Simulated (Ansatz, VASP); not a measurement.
Sn: VASP beside Ansatz

Contents of INCAR:

```
SYSTEM = Sn
  PREC = Accurate
  ENCUT = 600
  EDIFF = 1E-6
  ISMEAR = -1
  SIGMA = 0.05
  LREAL = .False.
  LASPH = .True.
  NELM = 80
  ALGO = Normal
  ISIF = 3
  LWAVE = .False.
  LCHARG = .False.
  GGA = RE
  IBRION = 2
  NSW = 80
  EDIFFG = -0.005
```

The input KPOINTS:

```
regular mesh
0
Gamma
  11 11 11
  0 0 0
```

POSCAR

```
Sn
1.0
   -1.7265390000      1.7755470000      2.3383420000
    1.7265390000     -1.7755470000      2.3383420000
    1.7265390000      1.7755470000     -2.3383420000
Sn
1
Direct
    0.0000000000      0.0000000000      0.0000000000
```

Contents of input.yaml:

```yaml
crystal:
  lattice:
    - [-1.726539, 1.775547, 2.338342]
    - [1.726539, -1.775547, 2.338342]
    - [1.726539, 1.775547, -2.338342]
  atoms:
    - { symbol: Sn, position: [0.0, 0.0, 0.0] }
kpoints:
  mp_grid: { grid: [11, 11, 11] }
scf:
  occupations: { method: fermi_dirac, width: 0.05 }
hamiltonian:
  xc: revpbe
  pseudopotentials: { kind: all_electron, lapw: { basis_error: 0.001 } }
output:
  forces: true
  stress: true
relax:
  f_tol: 0.005
  max_steps: 60
  cell: {}
```

Alike in both runs: task relaxation of cell and atoms; functional revPBE; k mesh 11 × 11 × 11; occupations fermi-dirac, width 0.05 eV; no spin polarisation.

```csv
,VASP,Ansatz
version,VASP 6.6.1,Ansatz 0.2.0
potentials or method,"VASP PAW PBE potentials, release 64 (Sn_d), cutoff 600 eV","all-electron LAPW, scalar-relativistic"
```

```csv
,VASP,Ansatz,Ansatz less VASP
relaxed volume (Å³/atom),28.65,28.65,+0.004
relaxed cell length with the largest relative difference (Å),3.417,3.416,-0.0008
```

VASP's potentials were made for PBE, not for revPBE. Ansatz ran all-electron here, and VASP with PAW potentials.
